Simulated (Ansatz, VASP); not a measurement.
## Two plane-wave programs on Cu

```xyz
2
Lattice="2.5678 0.0000 0.0000 -1.2839 2.2238 0.0000 0.0000 0.0000 4.1955" Properties=species:S:1:pos:R:3 pbc="T T T"
Cu    0.0000    1.4825    1.0489
Cu    1.2839    0.7413    3.1466
```

Alike in both runs: functional PBE; k mesh 18 × 18 × 10; occupations fermi-dirac, width 0.05 eV; no spin polarisation.

Ansatz relaxed the structure, and its values are those at the end. VASP's run is a single point on that final structure, the one shown.

|  | VASP | Ansatz |
| --- | --- | --- |
| version | VASP 6.6.1 | Ansatz 0.2.0 |
| potentials or method | VASP PAW PBE potentials, release 64 (Cu) | PAW with Ansatz's default frozen-core files, scalar-relativistic |
| plane-wave cutoff (eV) | 520 | 420 |
| valence electrons in the cell | 22 | 38 |

|  | VASP | Ansatz | Ansatz less VASP |
| --- | --- | --- | --- |
| pressure (GPa) | 0.7 | 0.0 | -0.77 |

VASP's potentials hold 22 valence electrons a cell and Ansatz's 38, so a difference there can come from the potentials and not from the codes.
